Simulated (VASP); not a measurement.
# SnSe (Pnma) in VASP: further runs

SnSe is run at these levels: revPBE+D3(BJ); tasks: single point.

Program: VASP 6.6.1. These are calculated values, not measurements. Logs are shortened: lines on timing, memory, paths and dates and some standing lists are left out, and cuts for length are marked.

## 1. The cell of the first run

Symmetry: Pnma, No. 62, orthorhombic system. The conventional cell has a = 11.187 Å, b = 4.104 Å, c = 4.369 Å, α = 90.00°, β = 90.00°, γ = 90.00°. Within 3.6 Å of Sn (site symmetry m) lie 6 Se at 2.64 to 3.44 Å and 2 Sn at 3.52 Å. Se (site symmetry m) has 6 Sn at 2.64 to 3.44 Å within 3.5 Å.

## 2. Single point, revPBE+D3(BJ)

File INCAR:

```
  PREC = Accurate
  ENCUT = 520
  EDIFF = 1E-6
  ISMEAR = -1
  SIGMA = 0.05
  LREAL = F
  LASPH = T
  NELM = 100
  ALGO = Normal
  ISIF = 2
  LWAVE = F
  LCHARG = T
  GGA = RE
  IVDW = 12
  LELF = T
  LVHAR = T
  NBANDS = 50
```

File KPOINTS:

```
regular mesh
0
Gamma
  3 6 6
```

File POSCAR:

```
SnSe
1.0
   11.1868733615      0.0000000000      0.0000000000
    0.0000000000      4.1044657955      0.0000000000
    0.0000000000      0.0000000000      4.3689540449
Sn Se
4 4
Direct
    0.8770000000      0.7500000000      0.9090000000
    0.6230000000      0.2500000000      0.4090000000
    0.3770000000      0.7500000000      0.5910000000
    0.1230000000      0.2500000000      0.0910000000
    0.6430000000      0.7500000000      0.9840000000
    0.8570000000      0.2500000000      0.4840000000
    0.1430000000      0.7500000000      0.5160000000
    0.3570000000      0.2500000000      0.0160000000
```

Potentials or basis: VASP PAW PBE potentials, release 64 (Sn_d, Se).

Run with:

```bash
$ cat potpaw_PBE.64/Sn_d/POTCAR potpaw_PBE.64/Se/POTCAR > POTCAR
$ mpirun -np 1 vasp_std > vasp.out
```

OUTCAR:

```text
PREC = Accurate
   ENCUT = 520
   EDIFF = 1E-6
   ISMEAR = -1
   LREAL = F
   LASPH = T
   NELM = 100
   ISIF = 2
   GGA = RE
   IVDW = 12
 IVDW          = 12

 ion  position               nearest neighbor table
   1  0.877  0.750  0.909-   5 2.64   6 2.78   6 2.78   6 3.25   6 3.25   4 3.52   4 3.52
   2  0.623  0.250  0.409-   6 2.64   5 2.78   5 2.78   5 3.25   5 3.25   3 3.52   3 3.52
   3  0.377  0.750  0.591-   7 2.64   8 2.78   8 2.78   8 3.25   8 3.25   2 3.52   2 3.52
   4  0.123  0.250  0.091-   8 2.64   7 2.78   7 2.78   7 3.25   7 3.25   1 3.52   1 3.52
   5  0.643  0.750  0.984-   1 2.64   2 2.78   2 2.78   2 3.25   2 3.25
   6  0.857  0.250  0.484-   2 2.64   1 2.78   1 2.78   1 3.25   1 3.25
   7  0.143  0.750  0.516-   3 2.64   4 2.78   4 2.78   4 3.25   4 3.25
   8  0.357  0.250  0.016-   4 2.64   3 2.78   3 2.78   3 3.25   3 3.25

  LATTYP: Found a simple orthorhombic cell.
 ALAT       =     4.1044657955
 B/A-ratio  =     1.0644391408
 C/A-ratio  =     2.7255369928

  Lattice vectors:

 A1 = (   0.0000000000,   4.1044657955,   0.0000000000)
 A2 = (   0.0000000000,   0.0000000000,   4.3689540449)
 A3 = (  11.1868733615,   0.0000000000,   0.0000000000)

Analysis of symmetry for initial positions (statically):
=====================================================================
 Subroutine PRICEL returns:
 Original cell was already a primitive cell.

 Routine SETGRP: Setting up the symmetry group for a
 simple orthorhombic supercell.

 Subroutine GETGRP returns: Found  8 space group operations
 (whereof  2 operations were pure point group operations)
 out of a pool of  8 trial point group operations.

The static configuration has the point symmetry S_2 .
 The point group associated with its full space group is D_2h.

Analysis of symmetry for dynamics (positions and initial velocities):
=====================================================================
 Subroutine PRICEL returns:
 Original cell was already a primitive cell.

 Routine SETGRP: Setting up the symmetry group for a
 simple orthorhombic supercell.

 Subroutine GETGRP returns: Found  8 space group operations
 (whereof  2 operations were pure point group operations)
 out of a pool of  8 trial point group operations.

The dynamic configuration has the point symmetry S_2 .
 The point group associated with its full space group is D_2h.

 Subroutine INISYM returns: Found  8 space group operations
 (whereof  2 operations are pure point group operations),
 and found     1 'primitive' translations

----------------------------------------------------------------------------------------

                                     Primitive cell

  volume of cell :     200.6055

  direct lattice vectors                    reciprocal lattice vectors
    11.186873362  0.000000000  0.000000000     0.089390482  0.000000000  0.000000000
     0.000000000  4.104465796  0.000000000     0.000000000  0.243637065  0.000000000
     0.000000000  0.000000000  4.368954045     0.000000000  0.000000000  0.228887736

  length of vectors
    11.186873362  4.104465796  4.368954045     0.089390482  0.243637065  0.228887736

  position of ions in fractional coordinates (direct lattice)
     0.877000000  0.750000000  0.909000000
     0.623000000  0.250000000  0.409000000
     0.377000000  0.750000000  0.591000000
     0.123000000  0.250000000  0.091000000
     0.643000000  0.750000000  0.984000000
     0.857000000  0.250000000  0.484000000
     0.143000000  0.750000000  0.516000000
     0.357000000  0.250000000  0.016000000

  ion indices of the primitive-cell ions
   primitive index   ion index
                 1           1
                 2           2
                 3           3
                 4           4
                 5           5
                 6           6
                 7           7
                 8           8

----------------------------------------------------------------------------------------

 KPOINTS: regular mesh

Automatic generation of k-mesh.
 Grid dimensions read from file:
 generate k-points for:    3    6    6

 Generating k-lattice:

  Cartesian coordinates                     Fractional coordinates (reciprocal lattice)
     0.029796827  0.000000000  0.000000000     0.333333333  0.000000000  0.000000000
     0.000000000  0.040606178  0.000000000     0.000000000  0.166666667  0.000000000
     0.000000000  0.000000000  0.038147956     0.000000000  0.000000000  0.166666667

  Length of vectors
     0.029796827  0.040606178  0.038147956

  Shift w.r.t. Gamma in fractional coordinates (k-lattice)
     0.000000000  0.000000000  0.000000000

 Subroutine IBZKPT returns following result:
 ===========================================

 Found     32 irreducible k-points:

 Following reciprocal coordinates:
            Coordinates               Weight
  0.000000  0.000000  0.000000      1.000000
  0.333333  0.000000  0.000000      2.000000
  0.000000  0.166667  0.000000      2.000000
  0.333333  0.166667  0.000000      4.000000
  0.000000  0.333333  0.000000      2.000000
  0.333333  0.333333  0.000000      4.000000
[... 16 lines left out ...]
  0.000000  0.500000  0.333333      2.000000
  0.333333  0.500000  0.333333      4.000000
 [... further k-points ...]
   k-points           NKPTS =     32   k-points in BZ     NKDIM =     32   number of bands    NBANDS=     50
   number of dos      NEDOS =    301   number of ions     NIONS =      8
   total plane-waves  NPLWV =  86016
   dimension x,y,z NGX =    84 NGY =   32 NGZ =   32
   dimension x,y,z NGXF=   168 NGYF=   64 NGZF=   64
   ions per type =               4   4
   NGX,Y,Z   is equivalent  to a cutoff of  12.48, 12.96, 12.18 a.u.
   NGXF,Y,Z  is equivalent  to a cutoff of  24.97, 25.92, 24.35 a.u.
 SYSTEM =  unknown system
   PREC   = accura    normal or accurate (medium, high low for compatibility)
   ISTART =      0    job   : 0-new  1-cont  2-samecut
   ICHARG =      2    charge: 1-file 2-atom 10-const
   ISPIN  =      1    spin polarized calculation?
   LNONCOLLINEAR =      F non collinear calculations
   LSORBIT =      F    spin-orbit coupling
   LASPH  =      T    aspherical Exc in radial PAW
   ENCUT  =  520.0 eV  38.22 Ry    6.18 a.u.  20.80  7.63  8.12*2*pi/ulx,y,z
   NELM   =    100;   NELMIN=  2; NELMDL= -5     # of ELM steps
   EDIFF  = 0.1E-05   stopping-criterion for ELM
   LREAL  =      F    real-space projection
   EDIFFG = 0.1E-04   stopping-criterion for IOM
   NSW    =      0    number of steps for IOM
   IBRION =     -1    ionic relax: 0-MD 1-quasi-New 2-CG
   NFREE  =      0    steps in history (QN), initial steepest desc. (CG)
   ISIF   =      2    stress and relaxation
   ISYM   =      2    0-nonsym 1-usesym 2-fastsym
   POTIM  = 0.5000    time-step for ionic-motion
   TEBEG  =    0.0;   TEEND  =   0.0 temperature during run
   PSTRESS=    0.0 pullay stress
   NELECT =      80.0000    total number of electrons
   NUPDOWN=      -1.0000    fix difference up-down
   EMIN   =  10.00;   EMAX   =-10.00  energy-range for DOS
   EFERMI =   0.00;   METHOD = LEGACY
   ISMEAR =    -1;   SIGMA  =   0.05  broadening in eV -4-tet -1-fermi 0-gaus
   EFERMI_NEDOS =   21; number of points for ismear=-14 and -15
   IALGO  =     38    algorithm
   IMIX   =      4    mixing-type and parameters
     AMIX     =   0.40;   BMIX     =  1.00
     AMIX_MAG =   1.60;   BMIX_MAG =  1.00
  volume/ion in A,a.u.               =      25.08       169.22
  Fermi-wavevector in a.u.,A,eV,Ry     =   1.205010  2.277138 19.756318  1.452048
  Thomas-Fermi vector in A             =   2.340718
   LORBIT       =      0    0 simple, 1 ext, 2 COOP (PROOUT), +10 PAW based schemes
   GGA     = RE    functional components
   LHFCALC =     F    Hartree Fock is set to
   AEXX    =    0.0000 exact exchange contribution
   IVDW    =    12    specifies the selected vdW correction
   LEPSILON=     F    determine dielectric tensor
   LRPA    =     F    only Hartree local field effects (RPA)
 non-spin polarized calculation
  energy-cutoff  :      520.00
  volume of cell :      200.61
 maximum number of plane-waves:      5432
 NGX is ok and might be reduce to    84
   NGX = 41   NGY = 15   NGZ = 17

 number of electron      79.9999996 magnetization

 Free energy of the ion-electron system (eV)
  ---------------------------------------------------
  ext. energy  EPLUGINS =         0.00000000
  ---------------------------------------------------
  free energy    TOTEN  =       -29.84224234 eV

  energy without entropy =      -29.84213688  energy(sigma->0) =      -29.84218961

 E-fermi :   6.6413     XC(G=0):  -9.9133

 val. band max:        6.3642226426   @ k =   0.0000   0.0000   0.3333
 cond. band min:       6.9208013986   @ k =   0.0000   0.3333   0.0000
 fundamental gap:      0.5565787561
 Fermi energy:         6.6412909831

 k-point     1 :       0.0000    0.0000    0.0000
  band No.  band energies     occupation
      1     -15.1716      2.00000
      2     -15.1531      2.00000
      3     -15.1497      2.00000
      4     -15.1485      2.00000
      5     -15.1448      2.00000
      6     -15.1417      2.00000
[... 42 lines left out ...]
     49      11.0477      0.00000
     50      11.1753      0.00000

 k-point     2 :       0.3333    0.0000    0.0000
  band No.  band energies     occupation
      1     -15.1680      2.00000
      2     -15.1592      2.00000
      3     -15.1493      2.00000
      4     -15.1476      2.00000
      5     -15.1465      2.00000
      6     -15.1452      2.00000
[... 42 lines left out ...]
     49      11.3088      0.00000
     50      11.4042      0.00000

 k-point     3 :       0.0000    0.1667    0.0000
  band No.  band energies     occupation
      1     -15.1641      2.00000
      2     -15.1524      2.00000
      3     -15.1513      2.00000
      4     -15.1466      2.00000
      5     -15.1464      2.00000
      6     -15.1439      2.00000
[... 1102 lines left out ...]
     49      11.2189      0.00000
     50      11.2189      0.00000

 k-point    24 :       0.3333    0.5000    0.3333
  band No.  band energies     occupation
      1     -15.1740      2.00000
      2     -15.1740      2.00000
      3     -15.1699      2.00000
      4     -15.1699      2.00000
      5     -15.1312      2.00000
      6     -15.1312      2.00000
[... 42 lines left out ...]
     49      11.9394      0.00000
     50      11.9827      0.00000

 [... further k-points ...]

------------------------ aborting loop because EDIFF is reached ----------------------------------------

 Edisp (eV)   -5.87057

 E8    (eV) :    -4.1687

  FORCE on cell =-STRESS in cart. coord.  units (eV):
  Direction    XX          YY          ZZ          XY          YZ          ZX
  --------------------------------------------------------------------------------------
  -------------------------------------------------------------------------------------
  Total       6.88973     2.46382     2.17203     0.00000     0.00000     0.00000
  in kB      55.02624    19.67784    17.34737     0.00000     0.00000     0.00000
  external pressure =       30.68 kB  Pullay stress =        0.00 kB

 VOLUME and BASIS-vectors are now :
 -----------------------------------------------------------------------------
  energy-cutoff  :      520.00
  volume of cell :      200.61
      direct lattice vectors                 reciprocal lattice vectors
    11.186873362  0.000000000  0.000000000     0.089390482  0.000000000  0.000000000
     0.000000000  4.104465796  0.000000000     0.000000000  0.243637065  0.000000000
     0.000000000  0.000000000  4.368954045     0.000000000  0.000000000  0.228887736

 POSITION                                       TOTAL-FORCE (eV/Angst)
 -----------------------------------------------------------------------------------
      9.81089      3.07835      3.97138         0.753753     -0.000000      0.189874
      6.96942      1.02612      1.78690        -0.753753      0.000000      0.189874
      4.21745      3.07835      2.58205         0.753753      0.000000     -0.189874
      1.37599      1.02612      0.39757        -0.753753      0.000000     -0.189874
      7.19316      3.07835      4.29905        -0.556448     -0.000000     -0.145175
      9.58715      1.02612      2.11457         0.556448     -0.000000     -0.145175
      1.59972      3.07835      2.25438        -0.556448      0.000000      0.145175
      3.99371      1.02612      0.06990         0.556448     -0.000000      0.145175
 -----------------------------------------------------------------------------------
    total drift:                               -0.000000      0.000000     -0.000000

  FREE ENERGIE OF THE ION-ELECTRON SYSTEM (eV)
  ---------------------------------------------------
  free  energy   TOTEN  =       -35.7128100854 eV

  energy  without entropy=      -35.7127046266  energy(sigma->0) =      -35.71275736
```

Run time: 3.5 min. Hardware: 1 thread of Intel Xeon Platinum 8488C (Sapphire Rapids), shared host; peak memory 0.42 GiB.

Results:

| Property | Result |
| --- | --- |
| Free energy | -35.7128 eV |
| Pressure | 3.1 GPa |
| Largest force | 0.777 eV/Å |
| Band gap on the k mesh | 0.56 eV (least direct gap 0.74 eV) |
| Dispersion energy per atom | -0.734 eV |

Forces in eV/Å, atoms in the order of the input:
```
Sn   0.754  0.000  0.190
Sn  -0.754  0.000  0.190
Sn   0.754  0.000 -0.190
Sn  -0.754  0.000 -0.190
Se  -0.556  0.000 -0.145
Se   0.556  0.000 -0.145
Se  -0.556  0.000  0.145
Se   0.556  0.000  0.145
```

Stress tensor (GPa, compression positive):
```
5.50 0.00 0.00
0.00 1.97 0.00
0.00 0.00 1.73
```

Levels at points of the mesh, in eV from the valence-band top:
| k point | band 38 | band 39 | band 40 | band 41 | band 42 | band 43 |
| --- | --- | --- | --- | --- | --- | --- |
| (0.00, 0.00, 0.00) | -1.27 | -0.91 | -0.65 | 0.68 | 2.85 | 2.88 |
| (0.00, 0.50, 0.00) | -1.14 | -0.82 | -0.82 | 0.78 | 0.78 | 1.53 |
| (0.00, 0.00, 0.50) | -0.89 | -0.33 | -0.33 | 1.25 | 1.25 | 1.48 |
| (0.00, 0.50, 0.50) | -2.50 | -1.71 | -1.71 | 2.89 | 2.89 | 3.16 |

Caveat: the cell stands under pressure; semilocal functionals underestimate gaps, and a narrow one can read as zero; the PAW data sets were made with another functional, which shifts forces and pressure a little; spin-orbit coupling is left out, which moves the levels of the heavy elements. A k mesh can miss the band edges.

## 3. Single point, revPBE+D3(BJ)

This run uses another cell than the first one, of 25.61 Å³/atom.

File INCAR:

```
PREC = Accurate
ENCUT = 520
EDIFF = 1E-6
ISMEAR = -1
SIGMA = 0.05
LREAL = False
LASPH = True
NELM = 100
ALGO = Normal
ISIF = 2
LWAVE = False
LCHARG = False
GGA = RE
IVDW = 12
NBANDS = 50
```

KPOINTS is that of step 2.

POSCAR, as its differences from that of step 2:

```diff
@@ -2,5 +2,5 @@
 1.0
-   11.1868733615      0.0000000000      0.0000000000
-    0.0000000000      4.1044657955      0.0000000000
-    0.0000000000      0.0000000000      4.3689540449
+   11.2656567555      0.0000000000      0.0000000000
+    0.0000000000      4.1333714366      0.0000000000
+    0.0000000000      0.0000000000      4.3997223406
 Sn Se
```

Potentials or basis: VASP PAW PBE potentials, release 64 (Sn_d, Se).

Run with:

```bash
$ cat potpaw_PBE.64/Sn_d/POTCAR potpaw_PBE.64/Se/POTCAR > POTCAR
$ mpirun -np 1 vasp_std > vasp.out
```

It took 3.4 min on 1 thread of Intel Xeon Platinum 8488C (Sapphire Rapids), shared host; peak memory 0.45 GiB.

It converged, with:

```
Free energy                : -35.7774 eV
Pressure                   : 1.7 GPa
Largest force              : 0.626 eV/Å
Band gap on the k mesh     : 0.55 eV (least direct gap 0.73 eV)
Dispersion energy per atom : -0.718 eV
```

Forces in eV/Å, atoms in the order of the input:
```
Sn   0.613  0.000  0.124
Sn  -0.613  0.000  0.124
Sn   0.613  0.000 -0.124
Sn  -0.613  0.000 -0.124
Se  -0.452  0.000 -0.089
Se   0.452  0.000 -0.089
Se  -0.452  0.000  0.089
Se   0.452  0.000  0.089
```

Stress tensor (GPa, compression positive):
```
3.97 0.00 0.00
0.00 0.71 0.00
0.00 0.00 0.51
```

Levels at points of the mesh, in eV from the valence-band top:
```
           k point  band 36  band 37  band 38  band 39  band 40  band 41  band 42  band 43  band 44  band 45
(0.00, 0.00, 0.00)    -2.01    -1.72    -1.25    -0.87    -0.62     0.72     2.93     2.94     2.98     3.33
(0.00, 0.50, 0.00)    -1.90    -1.10    -1.10    -0.80    -0.80     0.83     0.83     1.50     1.50     1.58
(0.00, 0.00, 0.50)    -1.65    -0.85    -0.85    -0.32    -0.32     1.26     1.26     1.52     1.52     1.74
(0.00, 0.50, 0.50)    -3.42    -2.42    -2.42    -1.64    -1.64     2.89     2.89     3.14     3.14     4.83
```

Caveat: semilocal functionals underestimate gaps, and a narrow one can read as zero; the PAW data sets were made with another functional, which shifts forces and pressure a little; spin-orbit coupling is left out, which moves the levels of the heavy elements. A k mesh can miss the band edges.
